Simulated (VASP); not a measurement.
Crystal: Au.

```
Au
1.0
     2.88617    0.00000    0.00000
    -1.44308    2.49949    0.00000
     0.00000    0.00000    4.71311
Au
2
Direct
  0.33333 0.66667 0.25000
  0.66667 0.33333 0.75000
```

This isn't the form of Au at room conditions, which is fcc.

| Item | Value |
| --- | --- |
| Program | VASP 6.6.1 |
| Task | relaxation of cell and atoms |
| Functional | PBE |
| Dispersion | D3(BJ) |
| Potentials or basis | VASP PAW PBE potentials, release 64 (Au) |
| Cutoff | 500 eV |
| k mesh | 18 × 18 × 10 |
| Occupations | gaussian, width 0.1 eV |
| Spin | no spin polarisation |

At the start: pressure 2.5 GPa; volume 17.00 Å³/atom.

Question: Where does the relaxation end?

Answer: Over 11 steps the energy falls by 3.4 meV/atom and the volume is 17.26 Å³/atom (+1.5 %); space group P6_3/mmc (No. 194, to 0.1 Å) before and after.

Step by step:
| step | energy change (eV) | largest force (eV/Å) | pressure (GPa) | volume (Å³) |
| --- | --- | --- | --- | --- |
| 1 | 0.0000 | 0.0000 | 2.53 | 34.00 |
| 2 | 0.0032 | 0.0000 | -3.49 | 35.34 |
| 3 | -0.0051 | 0.0000 | -0.26 | 34.57 |
| 4 | -0.0063 | 0.0000 | -0.10 | 34.54 |
| 5 | -0.0067 | 0.0000 | 0.06 | 34.51 |
| 6 | -0.0067 | 0.0000 | 0.13 | 34.49 |
| 7 | -0.0067 | 0.0000 | -0.22 | 34.57 |
| 8 | -0.0067 | 0.0000 | 0.02 | 34.52 |
| 9 | -0.0067 | 0.0000 | -0.02 | 34.52 |
| 10 | -0.0067 | 0.0000 | -0.01 | 34.52 |
| 11 | -0.0067 | 0.0000 | -0.01 | 34.52 |

Final structure:
```
Au
1.0
     2.88156    0.00000    0.00000
    -1.44078    2.49551    0.00000
     0.00000    0.00000    4.80062
Au
2
Cartesian
  0.0000 1.6637 1.2002
  1.4408 0.8318 3.6005
```
